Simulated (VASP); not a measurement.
**SnSe2: single point with BLYP**

The system is SnSe2.

```
Sn Se
1.0
     3.81100    0.00000    0.00000
    -1.90550    3.30042    0.00000
     0.00000    0.00000    6.13600
Sn Se
1 2
Direct
  0.00000 0.00000 0.00000
  0.66667 0.33333 0.75100
  0.33333 0.66667 0.24900
```

| Item | Value |
| --- | --- |
| Program | VASP 6.6.1 |
| Task | single point |
| Functional | BLYP |
| Potentials or basis | VASP PAW PBE potentials, release 64 (Sn_d, Se) |
| Cutoff | 520 eV |
| k mesh | 5 × 5 × 3 |
| Occupations | fermi-dirac, width 0.05 eV |
| Spin | no spin polarisation |

```
Pressure               : 10.0 GPa
Largest force          : 1.049 eV/Å
Band gap on the k mesh : 0.80 eV, indirect (least direct gap 1.05 eV)
```

Forces on the atoms (eV/Å):
```
Sn   0.000  0.000  0.000
Se   0.000  0.000 -1.049
Se   0.000  0.000  1.049
```

Stress tensor (GPa, compression positive):
```
10.01  0.00  0.00
 0.00 10.01  0.00
 0.00  0.00  9.91
```

Levels at points of the mesh, in eV from the valence-band top:
```
           k point  band 11  band 12  band 13  band 14  band 15  band 16
(0.00, 0.00, 0.00)    -0.37    -0.37     0.00     1.05     3.08     4.66
```

Run time: 31 s on 1 thread of Intel(R) Xeon(R) 6975P-C (Granite Rapids) (shared host), peak memory 0.19 GiB.

Caveat: the PAW data sets were made with another functional, which shifts forces and pressure a little; spin-orbit coupling is left out, which moves the levels of the heavy elements; this functional lacks dispersion, which binds the layers, so the pressure and a relaxed spacing across them are unreliable. A k mesh can miss the band edges.
